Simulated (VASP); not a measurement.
Wanted: the native input for a VASP 6.6.1 run.

* Task: single point
* Functional: r2SCAN
* Potentials or basis: VASP PAW PBE potentials, release 64 (Ti_sv, Ni)
* Cutoff: 520 eV
* k mesh: 14 × 14 × 14
* Occupations: gaussian, width 0.1 eV
* Spin: no spin polarisation
* Dipole correction: no
* Further INCAR settings: ALGO = Normal; EDIFF = 1e-06; NBANDS = 18

TiNi:

```xyz
2
Lattice="3.0182 0.0000 0.0000 0.0000 3.0182 0.0000 0.0000 0.0000 3.0182" Properties=species:S:1:pos:R:3 pbc="T T T"
Ti    1.5091    1.5091    1.5091
Ni    0.0000    0.0000    0.0000
```

This cell differs from its parent crystal: volume scaled by 1.03.

One way to write it, as run:

POSCAR

```
TiNi
1.0
    3.0181758729      0.0000000000      0.0000000000
    0.0000000000      3.0181758729      0.0000000000
    0.0000000000      0.0000000000      3.0181758729
Ti Ni
1 1
Direct
    0.5000000000      0.5000000000      0.5000000000
    0.0000000000      0.0000000000      0.0000000000
```

INCAR.step1

```
ALGO = Normal
EDIFF = 1E-4
ENCUT = 520
GGA = PE
ISMEAR = 0
LASPH = T
LCHARG = F
LREAL = F
LWAVE = T
NBANDS = 18
NELM = 60
PREC = Accurate
SIGMA = 0.1
```

INCAR.step2

```
ALGO = Normal
EDIFF = 1E-6
ENCUT = 520
ISIF = 2
ISMEAR = 0
ISTART = 1
LASPH = T
LCHARG = T
LELF = T
LMIXTAU = T
LREAL = F
LVHAR = T
LWAVE = F
METAGGA = R2SCAN
NBANDS = 18
NELM = 60
PREC = Accurate
SIGMA = 0.1
```

KPOINTS

```
k-points
0
Gamma
  14 14 14
```

Potentials or basis: VASP PAW PBE potentials, release 64 (Ti_sv, Ni).

Run with:

```bash
$ cat potpaw_PBE.64/Ti_sv/POTCAR potpaw_PBE.64/Ni/POTCAR > POTCAR
$ cp INCAR.step1 INCAR
$ mpirun -np 1 vasp_std > vasp.out
$ cp INCAR.step2 INCAR
$ mpirun -np 1 vasp_std > vasp.out
```

It gave:

- Pressure: -4.4 GPa
- Band gap on the k mesh: zero (band 11 reaches 9.73 eV, above the bottom of band 12 at 7.95 eV)

Caveat: the PAW data sets were made with another functional, which shifts forces and pressure a little.

Run time: 92 s on 1 thread of Intel(R) Xeon(R) Platinum 8488C (Sapphire Rapids), with other jobs on the host, peak memory 0.19 GiB.
